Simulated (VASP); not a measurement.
# GaN (F-43m) in VASP: a series of runs

Aim: see how the results for GaN move with the level of theory and the settings. Levels: LDA, PBEsol. Tasks: single point.

All numbers are computed with VASP 6.6.1; they aren't measurements. Logs are shortened: lines on timing, memory, paths and dates and some standing lists are left out, and cuts for length are marked.

## Step 1: The cell of the first run

Symmetry: F-43m, No. 216, cubic system. Conventional cell: a = 4.355 Å, b = 4.355 Å, c = 4.355 Å, α = 90.00°, β = 90.00°, γ = 90.00°. Ga (site symmetry -43m) has 4 N at 1.89 Å within 2.5 Å. Within 2.5 Å of N (site symmetry -43m) lie 4 Ga at 1.89 Å.

## Step 2: Single point, LDA

INCAR

```
PREC     = Accurate       # precision mode
ENCUT    = 600            # plane-wave cutoff, eV
EDIFF    = 1E-6           # SCF threshold, eV
ISMEAR   = 0              # smearing method
SIGMA    = 0.01           # smearing width, eV
LREAL    = F              # projectors in reciprocal space
LASPH    = T              # aspherical terms in the spheres
NELM     = 120            # most SCF steps
ALGO     = Normal         # electronic algorithm
ISIF     = 2              # what is computed and relaxed
LWAVE    = F              # write WAVECAR
LCHARG   = T              # write CHGCAR
LELF     = T              # ELF
LVHAR    = T            
NBANDS   = 16             # bands
GGA_COMPAT= F
```

KPOINTS

```
regular mesh
0
Gamma
  10 10 10
```

POSCAR

```
GaN
1.0
    0.0000000000      2.1776565533      2.1776565533
    2.1776565533      0.0000000000      2.1776565533
    2.1776565533      2.1776565533      0.0000000000
Ga N
1 1
Direct
    0.0000000000      0.0000000000      0.0000000000
    0.7500000000      0.7500000000      0.7500000000
```

Potentials or basis: VASP PAW LDA potentials, release 64 (Ga_d, N).

Command:

```bash
$ cat potpaw_LDA.64/Ga_d/POTCAR potpaw_LDA.64/N/POTCAR > POTCAR
$ mpirun -np 1 vasp_std > vasp.out
```

OUTCAR:

```text
PREC = Accurate
   ENCUT = 600
   EDIFF = 1E-6
   ISMEAR = 0
   LREAL = F
   LASPH = T
   NELM = 120
   ISIF = 2

 ion  position               nearest neighbor table
   1  0.000  0.000  0.000-   2 1.89   2 1.89   2 1.89   2 1.89
   2  0.750  0.750  0.750-   1 1.89   1 1.89   1 1.89   1 1.89

  LATTYP: Found a face centered cubic cell.
 ALAT       =     4.3553131066

  Lattice vectors:

 A1 = (   0.0000000000,   2.1776565533,   2.1776565533)
 A2 = (   2.1776565533,   0.0000000000,   2.1776565533)
 A3 = (   2.1776565533,   2.1776565533,   0.0000000000)

Analysis of symmetry for initial positions (statically):
=====================================================================
 Subroutine PRICEL returns:
 Original cell was already a primitive cell.

 Routine SETGRP: Setting up the symmetry group for a
 face centered cubic supercell.

 Subroutine GETGRP returns: Found 24 space group operations
 (whereof 24 operations were pure point group operations)
 out of a pool of 48 trial point group operations.

The static configuration has the point symmetry T_d .

Analysis of symmetry for dynamics (positions and initial velocities):
=====================================================================
 Subroutine PRICEL returns:
 Original cell was already a primitive cell.

 Routine SETGRP: Setting up the symmetry group for a
 face centered cubic supercell.

 Subroutine GETGRP returns: Found 24 space group operations
 (whereof 24 operations were pure point group operations)
 out of a pool of 48 trial point group operations.

The dynamic configuration has the point symmetry T_d .

 Subroutine INISYM returns: Found 24 space group operations
 (whereof 24 operations are pure point group operations),
 and found     1 'primitive' translations

----------------------------------------------------------------------------------------

                                     Primitive cell

  volume of cell :      20.6537

  direct lattice vectors                    reciprocal lattice vectors
     0.000000000  2.177656553  2.177656553    -0.229604618  0.229604618  0.229604618
     2.177656553  0.000000000  2.177656553     0.229604618 -0.229604618  0.229604618
     2.177656553  2.177656553  0.000000000     0.229604618  0.229604618 -0.229604618

  length of vectors
     3.079671432  3.079671432  3.079671432     0.397686863  0.397686863  0.397686863

  position of ions in fractional coordinates (direct lattice)
     0.000000000  0.000000000  0.000000000
     0.750000000  0.750000000  0.750000000

  ion indices of the primitive-cell ions
   primitive index   ion index
                 1           1
                 2           2

----------------------------------------------------------------------------------------

 KPOINTS: regular mesh

Automatic generation of k-mesh.
 Grid dimensions read from file:
 generate k-points for:   10   10   10

 Generating k-lattice:

  Cartesian coordinates                     Fractional coordinates (reciprocal lattice)
    -0.022960462  0.022960462  0.022960462     0.100000000  0.000000000  0.000000000
     0.022960462 -0.022960462  0.022960462     0.000000000  0.100000000  0.000000000
     0.022960462  0.022960462 -0.022960462     0.000000000  0.000000000  0.100000000

  Length of vectors
     0.039768686  0.039768686  0.039768686

  Shift w.r.t. Gamma in fractional coordinates (k-lattice)
     0.000000000  0.000000000  0.000000000

 Subroutine IBZKPT returns following result:
 ===========================================

 Found     47 irreducible k-points:

 Following reciprocal coordinates:
            Coordinates               Weight
  0.000000  0.000000  0.000000      1.000000
  0.100000  0.000000  0.000000      8.000000
  0.200000  0.000000  0.000000      8.000000
  0.300000  0.000000  0.000000      8.000000
  0.400000  0.000000  0.000000      8.000000
  0.500000  0.000000  0.000000      4.000000
[... 16 lines left out ...]
  0.300000  0.300000  0.000000      6.000000
  0.400000  0.300000  0.000000     24.000000
 [... further k-points ...]
   k-points           NKPTS =     47   k-points in BZ     NKDIM =     47   number of bands    NBANDS=     16
   number of dos      NEDOS =    301   number of ions     NIONS =      2
   total plane-waves  NPLWV =  21952
   dimension x,y,z NGX =    28 NGY =   28 NGZ =   28
   dimension x,y,z NGXF=    56 NGYF=   56 NGZF=   56
   ions per type =               1   1
   NGX,Y,Z   is equivalent  to a cutoff of  15.11, 15.11, 15.11 a.u.
   NGXF,Y,Z  is equivalent  to a cutoff of  30.23, 30.23, 30.23 a.u.
 SYSTEM =  unknown system
   PREC   = accura    normal or accurate (medium, high low for compatibility)
   ISTART =      0    job   : 0-new  1-cont  2-samecut
   ICHARG =      2    charge: 1-file 2-atom 10-const
   ISPIN  =      1    spin polarized calculation?
   LNONCOLLINEAR =      F non collinear calculations
   LSORBIT =      F    spin-orbit coupling
   LASPH  =      T    aspherical Exc in radial PAW
   ENCUT  =  600.0 eV  44.10 Ry    6.64 a.u.   6.15  6.15  6.15*2*pi/ulx,y,z
   NELM   =    120;   NELMIN=  2; NELMDL= -5     # of ELM steps
   EDIFF  = 0.1E-05   stopping-criterion for ELM
   LREAL  =      F    real-space projection
   EDIFFG = 0.1E-04   stopping-criterion for IOM
   NSW    =      0    number of steps for IOM
   IBRION =     -1    ionic relax: 0-MD 1-quasi-New 2-CG
   NFREE  =      0    steps in history (QN), initial steepest desc. (CG)
   ISIF   =      2    stress and relaxation
   ISYM   =      2    0-nonsym 1-usesym 2-fastsym
   POTIM  = 0.5000    time-step for ionic-motion
   TEBEG  =    0.0;   TEEND  =   0.0 temperature during run
   PSTRESS=    0.0 pullay stress
   NELECT =      18.0000    total number of electrons
   NUPDOWN=      -1.0000    fix difference up-down
   EMIN   =  10.00;   EMAX   =-10.00  energy-range for DOS
   EFERMI =   0.00;   METHOD = LEGACY
   ISMEAR =     0;   SIGMA  =   0.01  broadening in eV -4-tet -1-fermi 0-gaus
   EFERMI_NEDOS =   21; number of points for ismear=-14 and -15
   IALGO  =     38    algorithm
   IMIX   =      4    mixing-type and parameters
     AMIX     =   0.40;   BMIX     =  1.00
     AMIX_MAG =   1.60;   BMIX_MAG =  1.00
  volume/ion in A,a.u.               =      10.33        69.69
  Fermi-wavevector in a.u.,A,eV,Ry     =   1.563746  2.955052 33.270358  2.445302
  Thomas-Fermi vector in A             =   2.666472
   LORBIT       =      0    0 simple, 1 ext, 2 COOP (PROOUT), +10 PAW based schemes
   GGA     = CA    functional components
   LHFCALC =     F    Hartree Fock is set to
   AEXX    =    0.0000 exact exchange contribution
   IVDW    =     0    specifies the selected vdW correction
   LEPSILON=     F    determine dielectric tensor
   LRPA    =     F    only Hartree local field effects (RPA)
 non-spin polarized calculation
 Gauss-broadening in eV      SIGMA  =   0.01
  energy-cutoff  :      600.00
  volume of cell :       20.65
 maximum number of plane-waves:       701
 NGX is ok and might be reduce to    28
   NGX = 13   NGY = 13   NGZ = 13

 number of electron      17.9999999 magnetization

 Free energy of the ion-electron system (eV)
  ---------------------------------------------------
  ext. energy  EPLUGINS =         0.00000000
  ---------------------------------------------------
  free energy    TOTEN  =       -13.86344592 eV

  energy without entropy =      -13.86344592  energy(sigma->0) =      -13.86344592

 E-fermi :   6.2954     XC(G=0): -12.6768

 val. band max:        6.2315724270   @ k =   0.0000   0.0000   0.0000
 cond. band min:       8.6452320862   @ k =   0.0000   0.0000   0.0000
 fundamental gap:      2.4136596592
 Fermi energy:         6.2953791694

 k-point     1 :       0.0000    0.0000    0.0000
  band No.  band energies     occupation
      1     -10.5171      2.00000
      2      -7.4674      2.00000
      3      -7.4674      2.00000
      4      -7.4674      2.00000
      5      -7.0311      2.00000
      6      -7.0311      2.00000
[... 8 lines left out ...]
     15      25.6944      0.00000
     16      25.6944      0.00000

 k-point     2 :       0.1000    0.0000    0.0000
  band No.  band energies     occupation
      1     -10.3816      2.00000
      2      -7.4492      2.00000
      3      -7.4492      2.00000
      4      -7.4347      2.00000
      5      -7.0331      2.00000
      6      -7.0331      2.00000
[... 8 lines left out ...]
     15      24.3658      0.00000
     16      24.3851      0.00000

 k-point     3 :       0.2000    0.0000    0.0000
  band No.  band energies     occupation
      1     -10.0301      2.00000
      2      -7.4069      2.00000
      3      -7.4069      2.00000
      4      -7.2838      2.00000
      5      -7.0322      2.00000
      6      -7.0322      2.00000
[... 8 lines left out ...]
     15      23.5706      0.00000
     16      23.5706      0.00000

 k-point     4 :       0.3000    0.0000    0.0000
  band No.  band energies     occupation
      1      -9.6333      2.00000
      2      -7.3693      2.00000
      3      -7.3693      2.00000
      4      -7.0143      2.00000
      5      -7.0143      2.00000
      6      -6.8696      2.00000
[... 8 lines left out ...]
     15      24.1703      0.00000
     16      24.1703      0.00000
[... 324 lines left out ...]
 k-point    22 :      -0.2000    0.2000    0.0000
  band No.  band energies     occupation
      1      -9.5102      2.00000
      2      -7.3506      2.00000
      3      -7.3273      2.00000
      4      -7.0789      2.00000
      5      -7.0634      2.00000
      6      -6.6414      2.00000
[... 8 lines left out ...]
     15      24.4649      0.00000
     16      27.8670      0.00000

 k-point    23 :       0.3000    0.3000    0.0000
  band No.  band energies     occupation
      1      -9.3921      2.00000
      2      -7.3115      2.00000
      3      -7.2123      2.00000
      4      -7.2123      2.00000
      5      -6.9640      2.00000
      6      -6.6481      2.00000
[... 8 lines left out ...]
     15      29.2207      0.00000
     16      30.3013      0.00000

 k-point    24 :       0.4000    0.3000    0.0000
  band No.  band energies     occupation
      1      -9.2225      2.00000
      2      -7.3243      2.00000
      3      -7.1674      2.00000
      4      -7.1645      2.00000
      5      -6.9505      2.00000
      6      -6.1331      2.00000
[... 8 lines left out ...]
     15      29.6899      0.00000
     16      30.1015      0.00000

 [... further k-points ...]

------------------------ aborting loop because EDIFF is reached ----------------------------------------

  FORCE on cell =-STRESS in cart. coord.  units (eV):
  Direction    XX          YY          ZZ          XY          YZ          ZX
  --------------------------------------------------------------------------------------
  -------------------------------------------------------------------------------------
  Total        2.2289153      2.2289153      2.2289153     -0.0000000     -0.0000000      0.0000000
  in kB      172.9043827    172.9043827    172.9043827     -0.0000000     -0.0000000      0.0000000
  external PRESSURE =     172.9043827 kB  Pullay stress =       0.0000000 kB

 VOLUME and BASIS-vectors are now :
 -----------------------------------------------------------------------------
  energy-cutoff  :      600.00
  volume of cell :       20.65
      direct lattice vectors                 reciprocal lattice vectors
     0.000000000  2.177656553  2.177656553    -0.229604618  0.229604618  0.229604618
     2.177656553  0.000000000  2.177656553     0.229604618 -0.229604618  0.229604618
     2.177656553  2.177656553  0.000000000     0.229604618  0.229604618 -0.229604618

 POSITION                                       TOTAL-FORCE (eV/Angst)
 -----------------------------------------------------------------------------------
      0.00000      0.00000      0.00000         0.000000      0.000000      0.000000
      3.26648      3.26648      3.26648        -0.000000     -0.000000     -0.000000
 -----------------------------------------------------------------------------------
    total drift:                                0.000001      0.000001      0.000001

  FREE ENERGIE OF THE ION-ELECTRON SYSTEM (eV)
  ---------------------------------------------------
  free  energy   TOTEN  =       -13.8634459180 eV

  energy  without entropy=      -13.8634459180  energy(sigma->0) =      -13.86344592
```

Wall time 39 s (1 thread of Intel Xeon 8259CL, shared host); peak memory 0.15 GiB.

Results:

```yaml
Free_energy: -13.8634 eV
Pressure: 17.3 GPa
Band_gap_on_the_k_mesh: 2.41 eV
```

Levels at points of the mesh, in eV from the valence-band top:
| k point | band 7 | band 8 | band 9 | band 10 | band 11 | band 12 |
| --- | --- | --- | --- | --- | --- | --- |
| (0.00, 0.00, 0.00) | 0.00 | 0.00 | 0.00 | 2.41 | 10.75 | 10.75 |
| (0.50, 0.00, 0.00) | -7.84 | -1.12 | -1.12 | 5.26 | 9.10 | 10.73 |
| (0.50, 0.50, 0.00) | -6.65 | -3.12 | -3.12 | 3.27 | 7.07 | 12.27 |

Caveat: the cell stands under pressure.

## Step 3: Single point, PBEsol, non-collinear spin, typed start, spin-orbit coupling

This run uses another cell than the first one, of 11.06 Å³/atom.

INCAR

```
PREC = Accurate
ENCUT = 600
EDIFF = 1E-6
ISMEAR = 0
SIGMA = 0.01
LREAL = False
LASPH = True
NELM = 200
ALGO = Normal
ISIF = 2
LWAVE = False
LCHARG = False
LNONCOLLINEAR = True
MAGMOM = 0 0 4 0 0 2
LORBIT = 11
LSORBIT = True
GGA_COMPAT = False
LORBMOM = True
GGA = PS
NBANDS = 30
```

KPOINTS is that of step 2.

POSCAR

```
GaN
1.0
    0.0000000000      2.2277008333      2.2277008333
    2.2277008333      0.0000000000      2.2277008333
    2.2277008333      2.2277008333      0.0000000000
Ga N
1 1
Direct
    0.0000000000      0.0000000000      0.0000000000
    0.7500000000      0.7500000000      0.7500000000
```

Potentials or basis: VASP PAW PBE potentials, release 64 (Ga_d, N).

Command:

```bash
$ cat potpaw_PBE.64/Ga_d/POTCAR potpaw_PBE.64/N/POTCAR > POTCAR
$ mpirun -np 1 vasp_ncl > vasp.out
```

Run time: 14 min. Hardware: 1 thread of Intel Xeon 8259CL, shared host; peak memory 0.46 GiB.

Results (log left out):

| Item | Value |
| --- | --- |
| Free energy | -13.1192 eV |
| Pressure | 5.3 GPa |
| Net moment | 0.00 μB per cell |
| Valence electrons inside the program's atomic spheres | Ga 11.95; N 3.74 |

Moments on the atoms (μB; x, y, z):
```
Ga  0.00 0.00 0.00
N   0.00 0.00 0.00
```

Caveat: the cell stands under pressure; the PAW data sets were made with another functional, which shifts forces and pressure a little.

## Step 4: Single point, LDA

INCAR

```
  PREC = Accurate
  ENCUT = 520
  EDIFF = 1E-7
  ISMEAR = 0
  SIGMA = 0.01
  LREAL = F
  LASPH = T
  NELM = 80
  ALGO = Normal
  ISIF = 2
  LWAVE = F
  LCHARG = F
  GGA = CA
  NBANDS = 16
```

KPOINTS

```
Automatic mesh
0
Gamma
  10 10 10
```

POSCAR

```
GaN
1.0
    0.0000000000      2.1776565533      2.1776565533
    2.1776565533      0.0000000000      2.1776565533
    2.1776565533      2.1776565533      0.0000000000
Ga N
1 1
Direct
    0.0000000000      0.0000000000      0.0000000000
    0.7500000000      0.7500000000      0.7500000000
```

Potentials or basis: VASP PAW LDA potentials, release 64 (Ga_d, N).

Command:

```bash
$ cat potpaw_LDA.64/Ga_d/POTCAR potpaw_LDA.64/N/POTCAR > POTCAR
$ mpirun -np 1 vasp_std > vasp.out
```

OUTCAR:

```text
PREC = Accurate
   ENCUT = 520
   EDIFF = 1E-7
   ISMEAR = 0
   LREAL = F
   LASPH = T
   NELM = 80
   ISIF = 2
   GGA = CA

 ion  position               nearest neighbor table
   1  0.000  0.000  0.000-   2 1.89   2 1.89   2 1.89   2 1.89
   2  0.750  0.750  0.750-   1 1.89   1 1.89   1 1.89   1 1.89

  LATTYP: Found a face centered cubic cell.
 ALAT       =     4.3553131066

  Lattice vectors:

 A1 = (   0.0000000000,   2.1776565533,   2.1776565533)
 A2 = (   2.1776565533,   0.0000000000,   2.1776565533)
 A3 = (   2.1776565533,   2.1776565533,   0.0000000000)

Analysis of symmetry for initial positions (statically):
=====================================================================
 Subroutine PRICEL returns:
 Original cell was already a primitive cell.

 Routine SETGRP: Setting up the symmetry group for a
 face centered cubic supercell.

 Subroutine GETGRP returns: Found 24 space group operations
 (whereof 24 operations were pure point group operations)
 out of a pool of 48 trial point group operations.

The static configuration has the point symmetry T_d .

Analysis of symmetry for dynamics (positions and initial velocities):
[... 161 lines left out ...]
 val. band max:        6.2320332070   @ k =   0.0000   0.0000   0.0000
 cond. band min:       8.6458758827   @ k =   0.0000   0.0000   0.0000
 fundamental gap:      2.4138426758
 Fermi energy:         6.2958515621

 k-point     1 :       0.0000    0.0000    0.0000
  band No.  band energies     occupation
      1     -10.5164      2.00000
      2      -7.4665      2.00000
      3      -7.4665      2.00000
      4      -7.4665      2.00000
      5      -7.0302      2.00000
      6      -7.0302      2.00000
[... 433 lines left out ...]
      3      -7.1665      2.00000
      4      -7.1636      2.00000
      5      -6.9497      2.00000
      6      -6.1323      2.00000
[... 8 lines left out ...]
     15      29.6903      0.00000
     16      30.1019      0.00000

 [... further k-points ...]

------------------------ aborting loop because EDIFF is reached ----------------------------------------

  FORCE on cell =-STRESS in cart. coord.  units (eV):
  Direction    XX          YY          ZZ          XY          YZ          ZX
  --------------------------------------------------------------------------------------
  -------------------------------------------------------------------------------------
  Total        2.2448674      2.2448674      2.2448674     -0.0000000      0.0000000     -0.0000000
  in kB      174.1418370    174.1418370    174.1418370     -0.0000000      0.0000000     -0.0000000
  external PRESSURE =     174.1418370 kB  Pullay stress =       0.0000000 kB

 VOLUME and BASIS-vectors are now :
 -----------------------------------------------------------------------------
  energy-cutoff  :      520.00
  volume of cell :       20.65
      direct lattice vectors                 reciprocal lattice vectors
     0.000000000  2.177656553  2.177656553    -0.229604618  0.229604618  0.229604618
     2.177656553  0.000000000  2.177656553     0.229604618 -0.229604618  0.229604618
     2.177656553  2.177656553  0.000000000     0.229604618  0.229604618 -0.229604618

 POSITION                                       TOTAL-FORCE (eV/Angst)
 -----------------------------------------------------------------------------------
      0.00000      0.00000      0.00000         0.000000      0.000000      0.000000
      3.26648      3.26648      3.26648        -0.000000     -0.000000     -0.000000
 -----------------------------------------------------------------------------------
    total drift:                               -0.000002     -0.000002     -0.000002

  FREE ENERGIE OF THE ION-ELECTRON SYSTEM (eV)
  ---------------------------------------------------
  free  energy   TOTEN  =       -13.8629499039 eV

  energy  without entropy=      -13.8629499039  energy(sigma->0) =      -13.86294990
```

Wall time 9.4 s (1 thread of Intel Xeon 8259CL, shared host); peak memory 0.13 GiB.

What came out:

```yaml
Free_energy: -13.8629 eV
Pressure: 17.4 GPa
Band_gap_on_the_k_mesh: 2.41 eV
```

Caveat: the cell stands under pressure.

(Continued in part 2 of 2.)
